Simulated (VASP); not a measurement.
# Ti3Se (P-6m2) in VASP: further runs

Runs on Ti3Se. Level: PBEsol. Tasks: single point.

Program: VASP 6.6.1. These are calculated values, not measurements. Logs are shortened: lines on timing, memory, paths and dates and some standing lists are left out, and cuts for length are marked.

### Step 1. The cell of the first run

The structure is hexagonal, space group P-6m2 (No. 187). Conventional cell: a = 3.154 Å, b = 3.154 Å, c = 7.835 Å, α = 90.00°, β = 90.00°, γ = 120.00°. Within 3.4 Å of Se (site symmetry -6m2) lie 6 Ti at 2.55 Å and 6 Se at 3.15 Å. Within 3.7 Å of Ti (site symmetry -6m2) lie 12 Ti at 2.81 to 3.15 Å. Ti (site symmetry 3m) has 3 Se at 2.55 Å and 9 Ti at 2.81 to 3.15 Å within 3.4 Å.

### Step 2. Single point, PBEsol (volume scaled by 0.96)

INCAR

```
SYSTEM = Ti3Se
PREC = Accurate
ENCUT = 520
EDIFF = 1E-6
ISMEAR = -1
SIGMA = 0.05
LREAL = .False.
LASPH = .True.
NELM = 60
ALGO = Normal
ISIF = 2
LWAVE = .False.
LCHARG = .True.
GGA = PS
LELF = .True.
LVHAR = .True.
NBANDS = 29
```

KPOINTS

```
regular mesh
0
Gamma
  10 10 4
  0 0 0
```

POSCAR

```
Ti3Se
1.0
    3.1542315771      0.0000000000      0.0000000000
   -1.5771157886      2.7316446752      0.0000000000
    0.0000000000      0.0000000000      7.8353974489
Se Ti
1 3
Direct
    0.0000000000      0.0000000000      0.0000000000
    0.6666666667      0.3333333333      0.5000000000
    0.3333333333      0.6666666667      0.7729020000
    0.3333333333      0.6666666667      0.2270980000
```

Potentials or basis: VASP PAW PBE potentials, release 64 (Se, Ti_sv).

On the command line:

```
$ cat potpaw_PBE.64/Se/POTCAR potpaw_PBE.64/Ti_sv/POTCAR > POTCAR
$ mpirun -np 1 vasp_std > vasp.out
```

OUTCAR:

```text
SYSTEM = Ti3Se
   PREC = Accurate
   ENCUT = 520
   EDIFF = 1E-6
   ISMEAR = -1
   LREAL = .False.
   LASPH = .True.
   NELM = 60
   ISIF = 2
   GGA = PS

 ion  position               nearest neighbor table
   1  0.000  0.000  0.000-   3 2.55   4 2.55   3 2.55   4 2.55   3 2.55   4 2.55
   2  0.667  0.333  0.500-   3 2.81   4 2.81   3 2.81   4 2.81   3 2.81   4 2.81
   3  0.333  0.667  0.773-   1 2.55   1 2.55   1 2.55   2 2.81   2 2.81   2 2.81
   4  0.333  0.667  0.227-   1 2.55   1 2.55   1 2.55   2 2.81   2 2.81   2 2.81

  LATTYP: Found a hexagonal cell.
 ALAT       =     3.1542315771
 C/A-ratio  =     2.4840907389

  Lattice vectors:

 A1 = (   3.1542315771,   0.0000000000,   0.0000000000)
 A2 = (  -1.5771157886,   2.7316446752,   0.0000000000)
 A3 = (   0.0000000000,   0.0000000000,   7.8353974489)

Analysis of symmetry for initial positions (statically):
=====================================================================
 Subroutine PRICEL returns:
 Original cell was already a primitive cell.

 Routine SETGRP: Setting up the symmetry group for a
 hexagonal supercell.

 Subroutine GETGRP returns: Found 12 space group operations
 (whereof 12 operations were pure point group operations)
 out of a pool of 24 trial point group operations.

The static configuration has the point symmetry D_3h.

Analysis of symmetry for dynamics (positions and initial velocities):
=====================================================================
 Subroutine PRICEL returns:
 Original cell was already a primitive cell.

 Routine SETGRP: Setting up the symmetry group for a
 hexagonal supercell.

 Subroutine GETGRP returns: Found 12 space group operations
 (whereof 12 operations were pure point group operations)
 out of a pool of 24 trial point group operations.

The dynamic configuration has the point symmetry D_3h.

 Subroutine INISYM returns: Found 12 space group operations
 (whereof 12 operations are pure point group operations),
 and found     1 'primitive' translations

----------------------------------------------------------------------------------------

                                     Primitive cell

  volume of cell :      67.5117

  direct lattice vectors                    reciprocal lattice vectors
     3.154231577  0.000000000  0.000000000     0.317034427  0.183039912  0.000000000
    -1.577115789  2.731644675  0.000000000     0.000000000  0.366079823  0.000000000
     0.000000000  0.000000000  7.835397449     0.000000000  0.000000000  0.127625945

  length of vectors
     3.154231577  3.154231577  7.835397449     0.366079823  0.366079823  0.127625945

  position of ions in fractional coordinates (direct lattice)
     0.000000000  0.000000000  0.000000000
     0.666666667  0.333333333  0.500000000
     0.333333333  0.666666667  0.772902000
     0.333333333  0.666666667  0.227098000

  ion indices of the primitive-cell ions
   primitive index   ion index
                 1           1
                 2           2
                 3           3
                 4           4

----------------------------------------------------------------------------------------

 KPOINTS: regular mesh

Automatic generation of k-mesh.
 Grid dimensions read from file:
 generate k-points for:   10   10    4

 Generating k-lattice:

  Cartesian coordinates                     Fractional coordinates (reciprocal lattice)
     0.031703443  0.018303991  0.000000000     0.100000000  0.000000000  0.000000000
     0.000000000  0.036607982  0.000000000     0.000000000  0.100000000  0.000000000
     0.000000000  0.000000000  0.031906486     0.000000000  0.000000000  0.250000000

  Length of vectors
     0.036607982  0.036607982  0.031906486

  Shift w.r.t. Gamma in fractional coordinates (k-lattice)
     0.000000000  0.000000000  0.000000000

 Subroutine IBZKPT returns following result:
 ===========================================

 Found     42 irreducible k-points:

 Following reciprocal coordinates:
            Coordinates               Weight
  0.000000  0.000000  0.000000      1.000000
  0.100000 -0.000000  0.000000      6.000000
  0.200000 -0.000000  0.000000      6.000000
  0.300000  0.000000  0.000000      6.000000
  0.400000 -0.000000  0.000000      6.000000
  0.500000 -0.000000  0.000000      3.000000
[... 16 lines left out ...]
  0.300000  0.100000  0.250000     24.000000
  0.400000  0.100000  0.250000     24.000000
 [... further k-points ...]
   k-points           NKPTS =     42   k-points in BZ     NKDIM =     42   number of bands    NBANDS=     29
   number of dos      NEDOS =    301   number of ions     NIONS =      4
   total plane-waves  NPLWV =  34560
   dimension x,y,z NGX =    24 NGY =   24 NGZ =   60
   dimension x,y,z NGXF=    48 NGYF=   48 NGZF=  120
   ions per type =               1   3
   NGX,Y,Z   is equivalent  to a cutoff of  12.65, 12.65, 12.73 a.u.
   NGXF,Y,Z  is equivalent  to a cutoff of  25.30, 25.30, 25.46 a.u.
 SYSTEM =  Ti3Se
   PREC   = accura    normal or accurate (medium, high low for compatibility)
   ISTART =      0    job   : 0-new  1-cont  2-samecut
   ICHARG =      2    charge: 1-file 2-atom 10-const
   ISPIN  =      1    spin polarized calculation?
   LNONCOLLINEAR =      F non collinear calculations
   LSORBIT =      F    spin-orbit coupling
   LASPH  =      T    aspherical Exc in radial PAW
   ENCUT  =  520.0 eV  38.22 Ry    6.18 a.u.   5.86  5.86 14.57*2*pi/ulx,y,z
   NELM   =     60;   NELMIN=  2; NELMDL= -5     # of ELM steps
   EDIFF  = 0.1E-05   stopping-criterion for ELM
   LREAL  =      F    real-space projection
   EDIFFG = 0.1E-04   stopping-criterion for IOM
   NSW    =      0    number of steps for IOM
   IBRION =     -1    ionic relax: 0-MD 1-quasi-New 2-CG
   NFREE  =      0    steps in history (QN), initial steepest desc. (CG)
   ISIF   =      2    stress and relaxation
   ISYM   =      2    0-nonsym 1-usesym 2-fastsym
   POTIM  = 0.5000    time-step for ionic-motion
   TEBEG  =    0.0;   TEEND  =   0.0 temperature during run
   PSTRESS=    0.0 pullay stress
   NELECT =      42.0000    total number of electrons
   NUPDOWN=      -1.0000    fix difference up-down
   EMIN   =  10.00;   EMAX   =-10.00  energy-range for DOS
   EFERMI =   0.00;   METHOD = LEGACY
   ISMEAR =    -1;   SIGMA  =   0.05  broadening in eV -4-tet -1-fermi 0-gaus
   EFERMI_NEDOS =   21; number of points for ismear=-14 and -15
   IALGO  =     38    algorithm
   IMIX   =      4    mixing-type and parameters
     AMIX     =   0.40;   BMIX     =  1.00
     AMIX_MAG =   1.60;   BMIX_MAG =  1.00
  volume/ion in A,a.u.               =      16.88       113.90
  Fermi-wavevector in a.u.,A,eV,Ry     =   1.397542  2.640972 26.573875  1.953125
  Thomas-Fermi vector in A             =   2.520788
   LORBIT       =      0    0 simple, 1 ext, 2 COOP (PROOUT), +10 PAW based schemes
   GGA     = PS    functional components
   LHFCALC =     F    Hartree Fock is set to
   AEXX    =    0.0000 exact exchange contribution
   IVDW    =     0    specifies the selected vdW correction
   LEPSILON=     F    determine dielectric tensor
   LRPA    =     F    only Hartree local field effects (RPA)
 non-spin polarized calculation
  energy-cutoff  :      520.00
  volume of cell :       67.51
 maximum number of plane-waves:      1840
 NGX is ok and might be reduce to    24
   NGX = 11   NGY = 11   NGZ = 29

 number of electron      42.0000014 magnetization

 Free energy of the ion-electron system (eV)
  ---------------------------------------------------
  ext. energy  EPLUGINS =         0.00000000
  ---------------------------------------------------
  free energy    TOTEN  =       -30.94589451 eV

  energy without entropy =      -30.92359414  energy(sigma->0) =      -30.93474433

 E-fermi :   8.3695     XC(G=0): -11.6774

 val. band max:        8.3549671842   @ k =   0.1000   0.1000   0.0000
 cond. band min:       8.3774559519   @ k =   0.3000   0.2000   0.0000
 fundamental gap:      0.0224887677
 Fermi energy:         8.3695217128

 k-point     1 :       0.0000    0.0000    0.0000
  band No.  band energies     occupation
      1     -48.3443      2.00000
      2     -48.3142      2.00000
      3     -48.1715      2.00000
      4     -24.9663      2.00000
      5     -24.8469      2.00000
      6     -24.5359      2.00000
[... 21 lines left out ...]
     28      10.1343      0.00000
     29      10.1343      0.00000

 k-point     2 :       0.1000   -0.0000    0.0000
  band No.  band energies     occupation
      1     -48.3393      2.00000
      2     -48.3111      2.00000
      3     -48.1706      2.00000
      4     -24.9542      2.00000
      5     -24.8500      2.00000
      6     -24.5568      2.00000
[... 21 lines left out ...]
     28      10.0596      0.00000
     29      10.1205      0.00000

 k-point     3 :       0.2000   -0.0000    0.0000
  band No.  band energies     occupation
      1     -48.3259      2.00000
      2     -48.3031      2.00000
      3     -48.1685      2.00000
      4     -24.9220      2.00000
      5     -24.8614      2.00000
      6     -24.6270      2.00000
[... 21 lines left out ...]
     28      10.1642      0.00000
     29      10.2406      0.00000

 k-point     4 :       0.3000    0.0000    0.0000
  band No.  band energies     occupation
      1     -48.3086      2.00000
      2     -48.2932      2.00000
      3     -48.1666      2.00000
      4     -24.8845      2.00000
      5     -24.8826      2.00000
      6     -24.7087      2.00000
[... 21 lines left out ...]
     28      10.4613      0.00000
     29      10.5527      0.00000

 k-point     5 :       0.4000   -0.0000    0.0000
  band No.  band energies     occupation
      1     -48.2939      2.00000
      2     -48.2852      2.00000
      3     -48.1657      2.00000
      4     -24.9061      2.00000
      5     -24.8698      2.00000
      6     -24.7492      2.00000
[... 21 lines left out ...]
     28      10.8865      0.00000
     29      11.0921      0.00000
[... 510 lines left out ...]
     28      10.2202      0.00000
     29      10.5103      0.00000

 k-point    22 :       0.2000    0.1000    0.2500
  band No.  band energies     occupation
      1     -48.3137      2.00000
      2     -48.2977      2.00000
      3     -48.1670      2.00000
      4     -24.9133      2.00000
      5     -24.8504      2.00000
      6     -24.6860      2.00000
[... 21 lines left out ...]
     28      10.4338      0.00000
     29      10.7807      0.00000

 k-point    23 :       0.3000    0.1000    0.2500
  band No.  band energies     occupation
      1     -48.2976      2.00000
      2     -48.2887      2.00000
      3     -48.1658      2.00000
      4     -24.8888      2.00000
      5     -24.8663      2.00000
      6     -24.7477      2.00000
[... 21 lines left out ...]
     28      10.8206      0.00000
     29      11.0540      0.00000

 k-point    24 :       0.4000    0.1000    0.2500
  band No.  band energies     occupation
      1     -48.2874      2.00000
      2     -48.2829      2.00000
      3     -48.1655      2.00000
      4     -24.9001      2.00000
      5     -24.8684      2.00000
      6     -24.7653      2.00000
[... 21 lines left out ...]
     28      11.1480      0.00000
     29      11.3230      0.00000

 [... further k-points ...]
[... 5 lines left out ...]
  --------------------------------------------------------------------------------------
  -------------------------------------------------------------------------------------
  Total        0.0754153      0.0754153      0.2599210     -0.0000000     -0.0000000      0.0000000
  in kB        1.7897449      1.7897449      6.1684096     -0.0000000     -0.0000000      0.0000000
  external PRESSURE =       3.2492998 kB  Pullay stress =       0.0000000 kB

 VOLUME and BASIS-vectors are now :
 -----------------------------------------------------------------------------
  energy-cutoff  :      520.00
  volume of cell :       67.51
      direct lattice vectors                 reciprocal lattice vectors
     3.154231577  0.000000000  0.000000000     0.317034427  0.183039912  0.000000000
    -1.577115789  2.731644675  0.000000000     0.000000000  0.366079823  0.000000000
     0.000000000  0.000000000  7.835397449     0.000000000  0.000000000  0.127625945

 POSITION                                       TOTAL-FORCE (eV/Angst)
 -----------------------------------------------------------------------------------
      0.00000      0.00000      0.00000         0.000000     -0.000000      0.000000
      1.57712      0.91055      3.91770         0.000000     -0.000000      0.000000
     -0.00000      1.82110      6.05599        -0.000000      0.000000     -0.063232
     -0.00000      1.82110      1.77940        -0.000000     -0.000000      0.063232
 -----------------------------------------------------------------------------------
    total drift:                                0.000000     -0.000000     -0.000000

  FREE ENERGIE OF THE ION-ELECTRON SYSTEM (eV)
  ---------------------------------------------------
  free  energy   TOTEN  =       -30.9458945123 eV

  energy  without entropy=      -30.9235941445  energy(sigma->0) =      -30.93474433
```

It took 57 s on 1 thread of Intel Xeon Platinum 8375C at 2.90GHz (Ice Lake), shared host; peak memory 0.21 GiB.

What came out:

```yaml
Free_energy: -30.9459 eV
Pressure: 0.3 GPa
Largest_force: 0.063 eV/Å
Band_gap_on_the_k_mesh: zero (band 21 reaches 8.77 eV, above the bottom of band 22 at 8.20 eV)
```

Forces in eV/Å, atoms in the order of the input:
```
Se   0.000  0.000  0.000
Ti   0.000  0.000  0.000
Ti   0.000  0.000 -0.063
Ti   0.000  0.000  0.063
```

Caveat: the cell differs from its parent crystal (volume scaled by 0.96); the PAW data sets were made with another functional, which shifts forces and pressure a little.

### Step 3. Single point, PBEsol (volume scaled by 0.98)

INCAR

```
  PREC = Accurate
  ENCUT = 520
  EDIFF = 1E-6
  ISMEAR = -1
  SIGMA = 0.05
  LREAL = False
  LASPH = True
  NELM = 100
  ALGO = Normal
  ISIF = 2
  LWAVE = False
  LCHARG = False
  GGA = PS
  NBANDS = 29
```

KPOINTS

```
regular mesh
0
Gamma
  10 10 4
```

POSCAR

```
Ti3Se
1.0
    3.1759855858      0.0000000000      0.0000000000
   -1.5879927929      2.7504841993      0.0000000000
    0.0000000000      0.0000000000      7.8894363804
Se Ti
1 3
Direct
    0.0000000000      0.0000000000      0.0000000000
    0.6666666667      0.3333333333      0.5000000000
    0.3333333333      0.6666666667      0.7729020000
    0.3333333333      0.6666666667      0.2270980000
```

Potentials or basis: VASP PAW PBE potentials, release 64 (Se, Ti_sv).

On the command line:

```
$ cat potpaw_PBE.64/Se/POTCAR potpaw_PBE.64/Ti_sv/POTCAR > POTCAR
$ mpirun -np 1 vasp_std > vasp.out
```

Wall time 58 s (1 thread of Intel Xeon Platinum 8375C at 2.90GHz (Ice Lake), shared host); peak memory 0.21 GiB.

Results (log left out):

- Free energy: -30.9382 eV
- Pressure: -2.1 GPa
- Largest force: 0.008 eV/Å
- Band gap on the k mesh: zero (band 21 reaches 8.54 eV, above the bottom of band 22 at 7.98 eV)

Forces in eV/Å, atoms in the order of the input:
```
Se   0.000  0.000  0.000
Ti   0.000  0.000  0.000
Ti   0.000  0.000  0.008
Ti   0.000  0.000 -0.008
```

Levels at points of the mesh, in eV from the Fermi level:
```
           k point  band 18  band 19  band 20  band 21  band 22  band 23  band 24  band 25
(0.00, 0.00, 0.00)    -1.32    -0.12     0.16     0.16     0.30     0.30     0.97     1.08
(0.50, 0.00, 0.00)    -1.83    -1.60    -0.64    -0.45     0.20     0.84     0.85     2.36
(0.00, 0.00, 0.50)    -1.40    -0.63     0.40     0.40     0.61     0.62     0.62     1.03
(0.50, 0.00, 0.50)    -1.60    -1.54    -0.90    -0.89     0.63     0.88     1.03     1.25
```

Caveat: the cell differs from its parent crystal (volume scaled by 0.98); the PAW data sets were made with another functional, which shifts forces and pressure a little.

### Step 4. Single point, PBEsol

This run uses another cell than the first one, of 17.58 Å³/atom, 1.042 times its volume.

INCAR

```
ALGO = Normal
EDIFF = 1E-6
ENCUT = 520
GGA = PS
ISIF = 2
ISMEAR = -1
LASPH = True
LCHARG = False
LREAL = False
LWAVE = False
NBANDS = 29
NELM = 80
PREC = Accurate
SIGMA = 0.05
```

KPOINTS

```
k-points
0
Gamma
  10 10 4
```

POSCAR

```
Ti3Se
1.0
    3.1974455988      0.0000000000      0.0000000000
   -1.5987227994      2.7690691158      0.0000000000
    0.0000000000      0.0000000000      7.9427450000
Se Ti
1 3
Direct
    0.0000000000      0.0000000000      0.0000000000
    0.6666666667      0.3333333333      0.5000000000
    0.3333333333      0.6666666667      0.7729020000
    0.3333333333      0.6666666667      0.2270980000
```

On the command line:

```
$ cat potpaw_PBE.64/Se/POTCAR potpaw_PBE.64/Ti_sv/POTCAR > POTCAR
$ mpirun -np 1 vasp_std > vasp.out
```

Wall time 55 s (1 thread of Intel Xeon Platinum 8375C at 2.90GHz (Ice Lake), shared host); peak memory 0.22 GiB.

It converged, with:

- Free energy: -30.9099 eV
- Pressure: -4.4 GPa
- Largest force: 0.071 eV/Å
- Band gap on the k mesh: zero (band 21 reaches 8.32 eV, above the bottom of band 22 at 7.76 eV)

Forces on the atoms (eV/Å):
```
Se   0.000  0.000  0.000
Ti   0.000  0.000  0.000
Ti   0.000  0.000  0.071
Ti   0.000  0.000 -0.071
```

Stress tensor (GPa, compression positive):
```
-4.24  0.00  0.00
 0.00 -4.24  0.00
 0.00  0.00 -4.60
```

Levels at points of the mesh, in eV from the Fermi level:
| k point | band 18 | band 19 | band 20 | band 21 | band 22 | band 23 | band 24 | band 25 |
| --- | --- | --- | --- | --- | --- | --- | --- | --- |
| (0.00, 0.00, 0.00) | -1.32 | -0.15 | 0.16 | 0.16 | 0.30 | 0.30 | 0.93 | 1.06 |
| (0.50, 0.00, 0.00) | -1.79 | -1.57 | -0.65 | -0.45 | 0.20 | 0.81 | 0.83 | 2.30 |
| (0.00, 0.00, 0.50) | -1.39 | -0.62 | 0.40 | 0.40 | 0.57 | 0.61 | 0.61 | 1.01 |
| (0.50, 0.00, 0.50) | -1.56 | -1.51 | -0.90 | -0.86 | 0.60 | 0.85 | 1.00 | 1.22 |

Caveat: the PAW data sets were made with another functional, which shifts forces and pressure a little.

(Part 1 of 2 ends here.)
